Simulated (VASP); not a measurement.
Set up this calculation in VASP 6.6.1, as the native input.

```
Task                   : single point
Functional             : PBE
Potentials or basis    : VASP PAW PBE potentials, release 64 (Zr_sv, Ti_sv, C)
Cutoff                 : 520 eV
k mesh                 : 12 × 12 × 4
Occupations            : gaussian, width 0.1 eV
Spin                   : no spin polarisation
Dipole correction      : no
Further INCAR settings : ALGO = Normal; EDIFF = 1e-07; NBANDS = 42
```

The structure of Zr3TiC4 lies in POSCAR:

```
Zr3TiC4
1.0
    3.2796324528      0.0000000000      0.0000000000
    0.0000000000      3.2796324528      0.0000000000
    0.0000000000      0.0000000000      9.2329783439
Zr Ti C
3 1 4
Direct
    0.0000000000      0.0000000000      0.7428704040
    0.5000000000      0.5000000000      0.0000000000
    0.0000000000      0.0000000000      0.2571295960
    0.5000000000      0.5000000000      0.5000000000
    0.0000000000      0.0000000000      0.0000000000
    0.5000000000      0.5000000000      0.2596410548
    0.0000000000      0.0000000000      0.5000000000
    0.5000000000      0.5000000000      0.7403589452
```

One way to write it, as run:

INCAR

```
ALGO = Normal ; EDIFF = 1E-7
ENCUT = 520 ; GGA = PE
ISIF = 2 ; ISMEAR = 0
LASPH = True ; LCHARG = True
LELF = True ; LREAL = False
LVHAR = True ; LWAVE = False
NBANDS = 42 ; NELM = 60
PREC = Accurate ; SIGMA = 0.1
```

KPOINTS

```
k-points
0
Gamma
  12 12 4
```

Potentials or basis: VASP PAW PBE potentials, release 64 (Zr_sv, Ti_sv, C).

Run with:

```console
$ cat potpaw_PBE.64/Zr_sv/POTCAR potpaw_PBE.64/Ti_sv/POTCAR potpaw_PBE.64/C/POTCAR > POTCAR
$ mpirun -np 1 vasp_std > vasp.out
```

Results of the run:

The pressure is 0.3 GPa and the largest force is 0.006 eV/Å. The band gap on the k mesh is zero (bands 32 and 33 overlap by 0.59 eV).

It took 3.7 min on 1 thread of Intel(R) Xeon(R) Platinum 8559C (Emerald Rapids), with other jobs on the host, peak memory 0.41 GiB.
